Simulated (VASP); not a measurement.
Input of a VASP 6.6.1 run:

The input INCAR:

```
PREC     = Accurate       # precision mode
ENCUT    = 520            # plane-wave cutoff, eV
EDIFF    = 1E-6           # SCF threshold, eV
ISMEAR   = -1             # smearing method
SIGMA    = 0.05           # smearing width, eV
LREAL    = F              # projectors in reciprocal space
LASPH    = T              # aspherical terms in the spheres
NELM     = 60             # most SCF steps
ALGO     = Normal         # electronic algorithm
ISIF     = 2              # what is computed and relaxed
LWAVE    = F              # write WAVECAR
LCHARG   = T              # write CHGCAR
GGA      = PE             # functional
LELF     = T              # ELF
LVHAR    = T            
NBANDS   = 26             # bands
```

Contents of KPOINTS:

```
regular mesh
0
Gamma
  5 5 6
```

Contents of POSCAR:

```
CuI
1.0
    3.7081120190     -3.6861789996      0.0000000000
    3.7081120190      3.6861789996      0.0000000000
    0.0000000000      0.0000000000      4.2780907744
I Cu
2 2
Direct
    0.2299573200      0.7700426800      0.2500000000
    0.7700426800      0.2299573200      0.7500000000
    0.5795611700      0.4204388300      0.2500000000
    0.4204388300      0.5795611700      0.7500000000
```

Potentials or basis: VASP PAW PBE potentials, release 64 (I, Cu).

Run with:

```bash
$ cat potpaw_PBE.64/I/POTCAR potpaw_PBE.64/Cu/POTCAR > POTCAR
$ mpirun -np 1 vasp_std > vasp.out
```

Task: What does it give for the largest force?

Result: 0.321 eV/Å.

Task: What does it give for the pressure?

Result: 2.3 GPa.

Task: Estimate the band gap on the k mesh.

Result: 1.06 eV.

Forces in eV/Å, atoms in the order of the input:
```
I    0.000  0.321  0.000
I    0.000 -0.321  0.000
Cu   0.000 -0.163  0.000
Cu   0.000  0.163  0.000
```

Caveat: spin-orbit coupling is left out, which moves the levels of the heavy elements. A k mesh can miss the band edges.
